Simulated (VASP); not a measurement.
Here is a VASP 6.6.1 calculation.

The input POSCAR:

```
BAs
1.0
    0.0000000000      2.3918676044      2.3918676044
    2.3918676044      0.0000000000      2.3918676044
    2.3918676044      2.3918676044      0.0000000000
B As
1 1
Direct
    0.0000000000      0.0000000000      0.0000000000
    0.2500000000      0.2500000000      0.2500000000
```

INCAR.step1

```
SYSTEM = BAs
PREC = Accurate
ENCUT = 520
EDIFF = 1E-5
ISMEAR = 0
SIGMA = 0.01
LREAL = .FALSE.
LASPH = .TRUE.
NELM = 80
ALGO = Normal
ISIF = 2
LWAVE = .TRUE.
LCHARG = .FALSE.
GGA = PE
NBANDS = 11
```

INCAR.step2

```
SYSTEM = BAs
PREC = Accurate
ENCUT = 520
EDIFF = 1E-6
ISMEAR = 0
SIGMA = 0.01
LREAL = .FALSE.
LASPH = .TRUE.
NELM = 80
ALGO = Normal
ISIF = 2
LWAVE = .FALSE.
LCHARG = .FALSE.
GGA = PE
LHFCALC = .TRUE.
AEXX = 0.15
HFSCREEN = 0.3
PRECFOCK = Normal
ISTART = 1
NBANDS = 11
```

KPOINTS

```
Automatic mesh
0
G
  4 4 4
  0 0 0
```

Potentials or basis: VASP PAW PBE potentials, release 64 (B, As).

Command:

```console
$ cat potpaw_PBE.64/B/POTCAR potpaw_PBE.64/As/POTCAR > POTCAR
$ cp INCAR.step1 INCAR
$ mpirun -np 1 vasp_std > vasp.out
$ cp INCAR.step2 INCAR
$ mpirun -np 1 vasp_std > vasp.out
```

**Question.** Estimate the band gap on the k mesh.

**Answer.** 1.72 eV (least direct gap 3.66 eV).

**Question.** What does it give for the pressure?

**Answer.** 1.2 GPa.

Caveat: the k points lie up to 0.57 Å⁻¹ apart; the PAW data sets were made with another functional, which shifts forces and pressure a little. A k mesh can miss the band edges.
